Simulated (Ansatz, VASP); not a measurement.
# Two plane-wave programs on Nb

```
Nb
1.0
    -1.68891    1.68891    1.66395
     1.68891   -1.68891    1.66395
     1.68891    1.68891   -1.66395
Nb
1
Direct
  0.00000 0.00000 0.00000
```

Change from the starting cell: strain +0.015 along x and y, +0.000 along z, atoms carried along.

Alike in both runs: task single point; functional PBEsol; k mesh 20 × 20 × 20; occupations gaussian, width 0.15 eV; no spin polarisation.

|  | VASP | Ansatz |
| --- | --- | --- |
| version | VASP 6.6.1 | Ansatz 0.2.0 |
| potentials or method | VASP PAW PBE potentials, release 64 (Nb_sv), cutoff 520 eV | scalar-relativistic, plane waves, PAW |
| valence electrons in the cell | 13 | 13 |

VASP gave:

* gap on the k mesh at the Fermi level (eV): none
* pressure (GPa): -12.9
* traceless stress, the component that is largest in VASP (GPa): 0.93

Task: Estimate Ansatz's values.

Result: gap on the k mesh at the Fermi level (eV): none; pressure (GPa): -12.6; traceless stress, the component that is largest in VASP (GPa): 0.94.

VASP's potentials were made for PBE, not for PBEsol. A gap of «none» marks a metal or a gap that the smearing closes.
